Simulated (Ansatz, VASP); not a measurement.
Two plane-wave programs on Ti5SiMo

```
CELL_PARAMETERS angstrom
4.45332 0.00000 0.00000
0.00000 4.45332 0.00000
0.00000 0.00000 6.10874
ATOMIC_POSITIONS crystal
Ti 0.00000 0.50000 0.25791
Ti 0.00000 0.50000 0.74209
Ti 0.50000 0.00000 0.25791
Ti 0.50000 0.00000 0.74209
Ti 0.00000 0.00000 0.00000
Si 0.00000 0.00000 0.50000
Mo 0.50000 0.50000 0.00000
```

Alike in both runs: task single point; functional PBE; k mesh 6 × 6 × 4; occupations gaussian, width 0.2 eV; no spin polarisation.

|  | VASP | Ansatz |
| --- | --- | --- |
| version | VASP 6.6.1 | Ansatz 0.2.0 |
| potentials or method | VASP PAW PBE potentials, release 64 (Ti_sv, Si, Mo_sv), cutoff 520 eV | scalar-relativistic, plane waves, PAW |
| valence electrons in the cell | 78 | 78 |

```csv
,VASP,Ansatz,Ansatz less VASP
gap on the k mesh at the Fermi level (eV),none,none,-
pressure (GPa),0.0,0.1,+0.09
"traceless stress, the component that is largest in VASP (GPa)",-0.15,-0.12,+0.032
rms of the force components (eV/Å),0.012,0.012,-0.0001
```

Atom by atom the forces differ by 0.000 eV/Å (rms over components). A gap of «none» marks a metal or a gap that the smearing closes.
